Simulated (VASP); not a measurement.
# Li3Al3Mo (P3m1) in VASP: notebook

Runs on Li3Al3Mo. Level: PBE. Tasks: single point, relaxation of cell and atoms.

Program: VASP 6.6.1. These are calculated values, not measurements. Logs are shortened: lines on timing, memory, paths and dates and some standing lists are left out, and cuts for length are marked.

### Step 1. The cell of the first run

It takes space group P3m1 (No. 156, trigonal). The conventional cell has a = 2.866 Å, b = 2.866 Å, c = 16.219 Å, α = 90.00°, β = 90.00°, γ = 120.00°. Within 3.6 Å of Li (site symmetry 3m) lie 3 Al at 2.73 Å and 9 Li at 2.87 to 3.15 Å. Li (site symmetry 3m) has 9 Li at 2.87 to 3.15 Å and 3 Mo at 2.91 Å within 3.8 Å. Li (site symmetry 3m) has 6 Al at 2.78 to 2.85 Å and 6 Li at 2.87 Å within 3.7 Å. Al (site symmetry 3m) has 6 Li at 2.73 to 2.85 Å and 6 Al at 2.87 Å within 3.6 Å. Within 3.6 Å of Al (site symmetry 3m) lie 3 Mo at 2.72 Å and 9 Al at 2.81 to 2.87 Å. Al (site symmetry 3m) has 3 Li at 2.78 Å and 9 Al at 2.81 to 2.87 Å within 3.7 Å. Mo (site symmetry 3m) has 3 Al at 2.72 Å and 6 Mo at 2.87 Å and 3 Li at 2.91 Å within 3.6 Å.

The cell was generated, and may not be a known phase.

### Step 2. Single point, PBE

INCAR reads:

```
ALGO = Normal ; EDIFF = 1E-6
ENCUT = 520 ; GGA = PE
ISIF = 2 ; ISMEAR = 0
LASPH = True ; LCHARG = False
LREAL = False ; LWAVE = False
NBANDS = 25 ; NELM = 100
PREC = Accurate ; SIGMA = 0.1
```

KPOINTS reads:

```
k-points
0
Gamma
  6 6 1
```

POSCAR reads:

```
Li3Al3Mo
1.0
    2.8661385331      0.0000000000      0.0000000000
   -1.4330692665      2.4821487804      0.0000000000
    0.0000000000      0.0000000000     16.2185485532
Li Al Mo
3 3 1
Direct
    0.3333333333      0.6666666667      0.1383680894
    0.6666666667      0.3333333333      0.3035998462
    0.3333333333      0.6666666667      0.8614726988
    0.0000000000      0.0000000000      0.0041951565
    0.3333333333      0.6666666667      0.5838391245
    0.6666666667      0.3333333333      0.7236727479
    0.0000000000      0.0000000000      0.4509255268
```

Potentials or basis: VASP PAW PBE potentials, release 64 (Li_sv, Al, Mo_sv).

Command:

```
$ cat potpaw_PBE.64/Li_sv/POTCAR potpaw_PBE.64/Al/POTCAR potpaw_PBE.64/Mo_sv/POTCAR > POTCAR
$ mpirun -np 1 vasp_std > vasp.out
```

OUTCAR:

```text
EDIFF = 1E-6
   ENCUT = 520
   GGA = PE
   ISIF = 2
   ISMEAR = 0
   LASPH = True
   LREAL = False
   NELM = 100
   PREC = Accurate

 ion  position               nearest neighbor table
   1  0.333  0.667  0.138-   4 2.73   4 2.73   4 2.73
   2  0.667  0.333  0.304-   7 2.91   7 2.91   7 2.91
   3  0.333  0.667  0.861-   6 2.78   6 2.78   6 2.78   4 2.85   4 2.85   4 2.85
   4  0.000  0.000  0.004-   1 2.73   1 2.73   1 2.73   3 2.85   3 2.85   3 2.85
   5  0.333  0.667  0.584-   7 2.72   7 2.72   7 2.72   6 2.81   6 2.81   6 2.81
   6  0.667  0.333  0.724-   3 2.78   3 2.78   3 2.78   5 2.81   5 2.81   5 2.81
   7  0.000  0.000  0.451-   5 2.72   5 2.72   5 2.72   2 2.91   2 2.91   2 2.91

  LATTYP: Found a hexagonal cell.
 ALAT       =     2.8661385331
 C/A-ratio  =     5.6586757290

  Lattice vectors:

 A1 = (   2.8661385331,   0.0000000000,   0.0000000000)
 A2 = (  -1.4330692665,   2.4821487804,   0.0000000000)
 A3 = (   0.0000000000,   0.0000000000,  16.2185485532)

Analysis of symmetry for initial positions (statically):
=====================================================================
 Subroutine PRICEL returns:
 Original cell was already a primitive cell.

 Routine SETGRP: Setting up the symmetry group for a
 hexagonal supercell.

 Subroutine GETGRP returns: Found  6 space group operations
 (whereof  6 operations were pure point group operations)
 out of a pool of 24 trial point group operations.

The static configuration has the point symmetry C_3v.

Analysis of symmetry for dynamics (positions and initial velocities):
=====================================================================
 Subroutine PRICEL returns:
 Original cell was already a primitive cell.

 Routine SETGRP: Setting up the symmetry group for a
 hexagonal supercell.

 Subroutine GETGRP returns: Found  6 space group operations
 (whereof  6 operations were pure point group operations)
 out of a pool of 24 trial point group operations.

The dynamic configuration has the point symmetry C_3v.

 Subroutine INISYM returns: Found  6 space group operations
 (whereof  6 operations are pure point group operations),
 and found     1 'primitive' translations

----------------------------------------------------------------------------------------

[... 84 lines left out ...]
   EDIFF  = 0.1E-05   stopping-criterion for ELM
   LREAL  =      F    real-space projection
   EDIFFG = 0.1E-04   stopping-criterion for IOM
   NSW    =      0    number of steps for IOM
   IBRION =     -1    ionic relax: 0-MD 1-quasi-New 2-CG
   NFREE  =      0    steps in history (QN), initial steepest desc. (CG)
   ISIF   =      2    stress and relaxation
   ISYM   =      2    0-nonsym 1-usesym 2-fastsym
   POTIM  = 0.5000    time-step for ionic-motion
   TEBEG  =    0.0;   TEEND  =   0.0 temperature during run
   PSTRESS=    0.0 pullay stress
   NELECT =      32.0000    total number of electrons
   NUPDOWN=      -1.0000    fix difference up-down
   EMIN   =  10.00;   EMAX   =-10.00  energy-range for DOS
   EFERMI =   0.00;   METHOD = LEGACY
   ISMEAR =     0;   SIGMA  =   0.10  broadening in eV -4-tet -1-fermi 0-gaus
   EFERMI_NEDOS =   21; number of points for ismear=-14 and -15
   IALGO  =     38    algorithm
   IMIX   =      4    mixing-type and parameters
     AMIX     =   0.40;   BMIX     =  1.00
     AMIX_MAG =   1.60;   BMIX_MAG =  1.00
  volume/ion in A,a.u.               =      16.48       111.23
  Fermi-wavevector in a.u.,A,eV,Ry     =   1.067610  2.017490 15.507790  1.139790
  Thomas-Fermi vector in A             =   2.203232
   LORBIT       =      0    0 simple, 1 ext, 2 COOP (PROOUT), +10 PAW based schemes
   GGA     = PE    functional components
   LHFCALC =     F    Hartree Fock is set to
   AEXX    =    0.0000 exact exchange contribution
   IVDW    =     0    specifies the selected vdW correction
   LEPSILON=     F    determine dielectric tensor
   LRPA    =     F    only Hartree local field effects (RPA)
 non-spin polarized calculation
 Gauss-broadening in eV      SIGMA  =   0.10
  energy-cutoff  :      520.00
  volume of cell :      115.38
 maximum number of plane-waves:      3121
 NGX is ok and might be reduce to    24
   NGX = 11   NGY = 11   NGZ = 61

 number of electron      31.9999988 magnetization

 Free energy of the ion-electron system (eV)
  ---------------------------------------------------
  ext. energy  EPLUGINS =         0.00000000
  ---------------------------------------------------
  free energy    TOTEN  =       -27.50928732 eV

  energy without entropy =      -27.47882021  energy(sigma->0) =      -27.49405376

 E-fermi :   5.3228     XC(G=0):  -9.4949

 val. band max:        5.3174293668   @ k =   0.3333   0.1667   0.0000
 cond. band min:       5.6216166917   @ k =   0.5000  -0.0000   0.0000
 fundamental gap:      0.3041873248
 Fermi energy:         5.3228471688

 k-point     1 :       0.0000    0.0000    0.0000
  band No.  band energies     occupation
      1     -55.3121      2.00000
      2     -40.6181      2.00000
      3     -40.5935      2.00000
      4     -40.5650      2.00000
      5     -29.4796      2.00000
      6     -28.8695      2.00000
[... 185 lines left out ...]
     24       8.8952      0.00000
     25       9.4291      0.00000

------------------------ aborting loop because EDIFF is reached ----------------------------------------

  FORCE on cell =-STRESS in cart. coord.  units (eV):
  Direction    XX          YY          ZZ          XY          YZ          ZX
  --------------------------------------------------------------------------------------
  -------------------------------------------------------------------------------------
  Total       -0.1074962     -0.1074962     -0.0051772     -0.0000000      0.0000000      0.0000000
  in kB       -1.4926796     -1.4926796     -0.0718905     -0.0000000      0.0000000      0.0000000
  external PRESSURE =      -1.0190832 kB  Pullay stress =       0.0000000 kB

 VOLUME and BASIS-vectors are now :
 -----------------------------------------------------------------------------
  energy-cutoff  :      520.00
  volume of cell :      115.38
      direct lattice vectors                 reciprocal lattice vectors
     2.866138533  0.000000000  0.000000000     0.348901488  0.201438368  0.000000000
    -1.433069266  2.482148780  0.000000000     0.000000000  0.402876736  0.000000000
     0.000000000  0.000000000 16.218548553     0.000000000  0.000000000  0.061657799

 POSITION                                       TOTAL-FORCE (eV/Angst)
 -----------------------------------------------------------------------------------
     -0.00000      1.65477      2.24413         0.000000     -0.000000      0.024619
      1.43307      0.82738      4.92395         0.000000     -0.000000     -0.013251
     -0.00000      1.65477     13.97184        -0.000000      0.000000     -0.005078
      0.00000      0.00000      0.06804         0.000000      0.000000     -0.007071
     -0.00000      1.65477      9.46902        -0.000000      0.000000     -0.011023
      1.43307      0.82738     11.73692         0.000000      0.000000     -0.004612
      0.00000      0.00000      7.31336         0.000000      0.000000      0.016415
 -----------------------------------------------------------------------------------
    total drift:                                0.000000     -0.000000     -0.000143

  FREE ENERGIE OF THE ION-ELECTRON SYSTEM (eV)
  ---------------------------------------------------
  free  energy   TOTEN  =       -27.5092873184 eV

  energy  without entropy=      -27.4788202109  energy(sigma->0) =      -27.49405376
```

stdout:

```text
POSCAR found type information on POSCAR LiAlMo
 POSCAR found :  3 types and       7 ions
 scaLAPACK will be used
 LDA part: xc-table for (Slater+PW92), standard interpolation
 POSCAR, INCAR and KPOINTS ok, starting setup
 FFT: planning ... GRIDC
 FFT: planning ... GRID_SOFT
 FFT: planning ... GRID
 WAVECAR not read
 entering main loop
```

Run time: 24 s. Hardware: 1 thread of Intel Xeon Platinum 8488C (Sapphire Rapids), shared host; peak memory 0.24 GiB.

What came out:

```yaml
Free_energy: -27.5093 eV
Largest_force: 0.025 eV/Å
Band_gap_on_the_k_mesh: zero (bands 16 and 17 overlap by 1.08 eV)
```

Forces in eV/Å, atoms in the order of the input:
```
Li   0.000  0.000  0.025
Li   0.000  0.000 -0.013
Li   0.000  0.000 -0.005
Al   0.000  0.000 -0.007
Al   0.000  0.000 -0.011
Al   0.000  0.000 -0.005
Mo   0.000  0.000  0.016
```

Caveat: the k points lie up to 0.42 Å⁻¹ apart, too coarse for converged energies and pressures of a metal; the cutoff is under 1.25 times the usual one of these potentials, so pressure, stress and relaxed cells hold a basis-set (Pulay) error.

### Step 3. Relaxation of cell and atoms, PBE

This run uses another cell than the first one, of 18.35 Å³/atom.

INCAR reads:

```
PREC = Accurate
ENCUT = 600
EDIFF = 1E-6
ISMEAR = 0
SIGMA = 0.1
LREAL = F
LASPH = T
NELM = 80
ALGO = Fast
ISIF = 3
LWAVE = F
LCHARG = F
GGA = PE
IBRION = 2
NSW = 90
EDIFFG = -0.04
```

KPOINTS reads:

```
Automatic mesh
0
Gamma
  6 6 1
```

POSCAR reads:

```
Li3Al3Mo
1.0
    3.0601733000      0.0000000000      0.0000000000
   -1.5300866500      2.6501878100      0.0000000000
    0.0000000000      0.0000000000     15.8348185500
Li Al Mo
3 3 1
Direct
    0.3333333300      0.6666666700      0.1406357600
    0.6666666700      0.3333333300      0.2975961000
    0.3333333300      0.6666666700      0.8593642400
    0.0000000000      0.0000000000      0.0000000000
    0.3333333300      0.6666666700      0.5951921900
    0.6666666700      0.3333333300      0.7187284700
    0.0000000000      0.0000000000      0.4545564300
```

Potentials or basis: VASP PAW PBE potentials, release 64 (Li_sv, Al, Mo_sv).

Command:

```
$ cat potpaw_PBE.64/Li_sv/POTCAR potpaw_PBE.64/Al/POTCAR potpaw_PBE.64/Mo_sv/POTCAR > POTCAR
$ mpirun -np 1 vasp_std > vasp.out
```

OUTCAR:

```text
PREC = Accurate
   ENCUT = 600
   EDIFF = 1E-6
   ISMEAR = 0
   LREAL = F
   LASPH = T
   NELM = 80
   ISIF = 3
   GGA = PE
   IBRION = 2
   NSW = 90
   EDIFFG = -0.04

 ion  position               nearest neighbor table
   1  0.333  0.667  0.141-   4 2.84   4 2.84   4 2.84
   2  0.667  0.333  0.298-
   3  0.333  0.667  0.859-   4 2.84   4 2.84   4 2.84   6 2.84   6 2.84   6 2.84
   4  0.000  0.000  0.000-   1 2.84   3 2.84   1 2.84   3 2.84   1 2.84   3 2.84
   5  0.333  0.667  0.595-   6 2.64   6 2.64   6 2.64   7 2.84   7 2.84   7 2.84
   6  0.667  0.333  0.719-   5 2.64   5 2.64   5 2.64   3 2.84   3 2.84   3 2.84
   7  0.000  0.000  0.455-   5 2.84   5 2.84   5 2.84

  LATTYP: Found a hexagonal cell.
 ALAT       =     3.0601733000
 C/A-ratio  =     5.1744842522

  Lattice vectors:

 A1 = (   3.0601733000,   0.0000000000,   0.0000000000)
 A2 = (  -1.5300866500,   2.6501878100,   0.0000000000)
 A3 = (   0.0000000000,   0.0000000000,  15.8348185500)

Analysis of symmetry for initial positions (statically):
=====================================================================
 Subroutine PRICEL returns:
 Original cell was already a primitive cell.

 Routine SETGRP: Setting up the symmetry group for a
 hexagonal supercell.

 Subroutine GETGRP returns: Found  6 space group operations
 (whereof  6 operations were pure point group operations)
 out of a pool of 24 trial point group operations.

The static configuration has the point symmetry C_3v.

Analysis of symmetry for dynamics (positions and initial velocities):
=====================================================================
 Subroutine PRICEL returns:
 Original cell was already a primitive cell.

 Routine SETGRP: Setting up the symmetry group for a
 hexagonal supercell.

 Subroutine GETGRP returns: Found  6 space group operations
 (whereof  6 operations were pure point group operations)
 out of a pool of 24 trial point group operations.

The dynamic configuration has the point symmetry C_3v.

[... 98 lines left out ...]
   POTIM  = 0.5000    time-step for ionic-motion
   TEBEG  =    0.0;   TEEND  =   0.0 temperature during run
   PSTRESS=    0.0 pullay stress
   NELECT =      32.0000    total number of electrons
   NUPDOWN=      -1.0000    fix difference up-down
   EMIN   =  10.00;   EMAX   =-10.00  energy-range for DOS
   EFERMI =   0.00;   METHOD = LEGACY
   ISMEAR =     0;   SIGMA  =   0.10  broadening in eV -4-tet -1-fermi 0-gaus
   EFERMI_NEDOS =   21; number of points for ismear=-14 and -15
   IALGO  =     68    algorithm
   IMIX   =      4    mixing-type and parameters
     AMIX     =   0.40;   BMIX     =  1.00
     AMIX_MAG =   1.60;   BMIX_MAG =  1.00
  volume/ion in A,a.u.               =      18.35       123.80
  Fermi-wavevector in a.u.,A,eV,Ry     =   1.030179  1.946757 14.439452  1.061270
  Thomas-Fermi vector in A             =   2.164265
   LORBIT       =      0    0 simple, 1 ext, 2 COOP (PROOUT), +10 PAW based schemes
   GGA     = PE    functional components
   LHFCALC =     F    Hartree Fock is set to
   AEXX    =    0.0000 exact exchange contribution
   IVDW    =     0    specifies the selected vdW correction
   LEPSILON=     F    determine dielectric tensor
   LRPA    =     F    only Hartree local field effects (RPA)
 conjugate gradient relaxation of ions
 non-spin polarized calculation
 RMM-DIIS sequential band-by-band and
 Gauss-broadening in eV      SIGMA  =   0.10
  energy-cutoff  :      600.00
  volume of cell :      128.42
 maximum number of plane-waves:      4326
   NGX = 13   NGY = 13   NGZ = 63

--------------------------------------- Ionic step        1  -------------------------------------------

 number of electron      31.9999991 magnetization

 Free energy of the ion-electron system (eV)
  ---------------------------------------------------
  ext. energy  EPLUGINS =         0.00000000
  ---------------------------------------------------
  free energy    TOTEN  =       -26.75633454 eV

  energy without entropy =      -26.73678131  energy(sigma->0) =      -26.74655792

------------------------ aborting loop because EDIFF is reached ----------------------------------------

  FORCE on cell =-STRESS in cart. coord.  units (eV):
  Direction    XX          YY          ZZ          XY          YZ          ZX
  --------------------------------------------------------------------------------------
  -------------------------------------------------------------------------------------
  Total       -6.7464069     -6.7464068      0.2728661      0.0000000      0.0000000      0.0000000
  in kB      -84.1680657    -84.1680652      3.4042732      0.0000000      0.0000000      0.0000000
  external PRESSURE =     -54.9772859 kB  Pullay stress =       0.0000000 kB
[... 274 lines left out ...]
--------------------------------------- Ionic step        8  -------------------------------------------

 number of electron      31.9999983 magnetization

 Free energy of the ion-electron system (eV)
  ---------------------------------------------------
  ext. energy  EPLUGINS =         0.00000000
  ---------------------------------------------------
  free energy    TOTEN  =       -27.51758327 eV

  energy without entropy =      -27.48697945  energy(sigma->0) =      -27.50228136

 E-fermi :   5.3194     XC(G=0):  -9.4939

 val. band max:        5.3157545310   @ k =   0.3333   0.1667   0.0000
 cond. band min:       5.6210834842   @ k =   0.5000  -0.0000   0.0000
 fundamental gap:      0.3053289531
 Fermi energy:         5.3193908220

 k-point     1 :       0.0000    0.0000    0.0000
  band No.  band energies     occupation
      1     -55.3241      2.00000
      2     -40.6322      2.00000
      3     -40.5765      2.00000
      4     -40.5694      2.00000
      5     -29.4904      2.00000
      6     -28.8796      2.00000
[... 184 lines left out ...]
  FREE ENERGIE OF THE ION-ELECTRON SYSTEM (eV)
  ---------------------------------------------------
  free  energy   TOTEN  =       -27.5175832680 eV

  energy  without entropy=      -27.4869794535  energy(sigma->0) =      -27.50228136

 reached required accuracy - stopping structural energy minimisation
```

OSZICAR:

```text
N       E                     dE             d eps       ncg     rms          rms(c)
DAV:   1     0.233160306042E+03    0.23316E+03   -0.16121E+04   304   0.167E+03
DAV:   2    -0.595146980723E+01   -0.23911E+03   -0.23291E+03   320   0.399E+02
DAV:   3    -0.263493596296E+02   -0.20398E+02   -0.19504E+02   508   0.749E+01
[... 168 lines left out ...]
RMM:  11    -0.275175764783E+02   -0.46308E-05   -0.45282E-05   354   0.385E-02    0.146E-03
RMM:  12    -0.275175795198E+02   -0.30415E-05   -0.29397E-05   316   0.314E-02    0.748E-04
RMM:  13    -0.275175813934E+02   -0.18735E-05   -0.19363E-05   284   0.265E-02    0.531E-04
RMM:  14    -0.275175826584E+02   -0.12650E-05   -0.13005E-05   266   0.228E-02    0.509E-04
RMM:  15    -0.275175832680E+02   -0.60965E-06   -0.65102E-06   227   0.202E-02
   8 F= -.27517583E+02 E0= -.27502281E+02  d E =-.201767E-02
```

CONTCAR:

```text
Li3Al3Mo
   1.00000000000000
     2.8646280939689723    0.0000000000000000   -0.0000000000000000
    -1.4323140469844862    2.4808406954850422    0.0000000000000000
     0.0000000000000000    0.0000000000000000   16.2418355621023274
  Li              Al              Mo
     3     3     1
Direct
     0.3333333300000021    0.6666666699999979    0.1377778468833327
     0.6666666699999979    0.3333333300000021    0.3033360566656851
     0.3333333300000021    0.6666666699999979    0.8614305935278048
     1.0000000000000000    0.0000000000000000    0.0032857404435210
     0.3333333300000021    0.6666666699999979    0.5845100742654276
     0.6666666699999979    0.3333333300000021    0.7243297928081024
     0.0000000000000000    0.0000000000000000    0.4514030854061237

  0.00000000E+00  0.00000000E+00  0.00000000E+00
  0.00000000E+00  0.00000000E+00  0.00000000E+00
  0.00000000E+00  0.00000000E+00  0.00000000E+00
  0.00000000E+00  0.00000000E+00  0.00000000E+00
  0.00000000E+00  0.00000000E+00  0.00000000E+00
  0.00000000E+00  0.00000000E+00  0.00000000E+00
  0.00000000E+00  0.00000000E+00  0.00000000E+00
```

Wall time 3.1 min (1 thread of Intel Xeon Platinum 8488C (Sapphire Rapids), shared host); peak memory 0.28 GiB.

What came out:

```yaml
Free_energy: -27.5176 eV
Relaxed_volume: 16.49 Å³/atom
Relaxed_cell: a = 2.865 Å, b = 2.865 Å, c = 16.242 Å, α = 90.00°, β = 90.00°, γ = 120.00°
Space_group_after_relaxing_to_0.1_Å: P3m1 (No. 156)
Energy_gained_by_relaxing: 108.7 meV/atom
Ionic_steps: 8
Pressure_after_relaxing: -0.2 GPa
Largest_force_after_relaxing: 0.035 eV/Å
Band_gap_on_the_k_mesh: zero (bands 16 and 17 overlap by 1.08 eV)
```

Forces on the atoms (eV/Å):
```
Li   0.000  0.000  0.020
Li   0.000  0.000  0.009
Li   0.000  0.000 -0.005
Al   0.000  0.000  0.022
Al   0.000  0.000 -0.035
Al   0.000  0.000 -0.035
Mo   0.000  0.000  0.024
```

Step by step:
| step | energy change (eV) | largest force (eV/Å) | pressure (GPa) | volume (Å³) |
| --- | --- | --- | --- | --- |
| 1 | 0.0000 | 2.0347 | -5.50 | 128.42 |
| 2 | -0.6384 | 0.5320 | -0.95 | 116.98 |
| 3 | -0.6885 | 0.8064 | 1.23 | 113.48 |
| 4 | -0.7484 | 0.1605 | 0.08 | 114.71 |
| 5 | -0.7496 | 0.1600 | -0.09 | 114.91 |
| 6 | -0.7535 | 0.1160 | 0.01 | 114.82 |
| 7 | -0.7592 | 0.0840 | 0.35 | 114.53 |
| 8 | -0.7612 | 0.0353 | -0.20 | 115.43 |

Final structure:
```xyz
7
Lattice="2.8646 0.0000 0.0000 -1.4323 2.4808 0.0000 0.0000 0.0000 16.2418" Properties=species:S:1:pos:R:3 pbc="T T T"
Li    0.0000    1.6539    2.2378
Li    1.4323    0.8269    4.9267
Li    0.0000    1.6539   13.9912
Al    2.8646    0.0000    0.0534
Al    0.0000    1.6539    9.4935
Al    1.4323    0.8269   11.7644
Mo    0.0000    0.0000    7.3316
```

Caveat: the k points lie up to 0.42 Å⁻¹ apart in the final cell, too coarse for converged energies and pressures of a metal; the cutoff is under 1.25 times the usual one of these potentials, so pressure, stress and relaxed cells hold a basis-set (Pulay) error.

The gap in the log of VASP goes by the Fermi energy; the results here count the filled bands.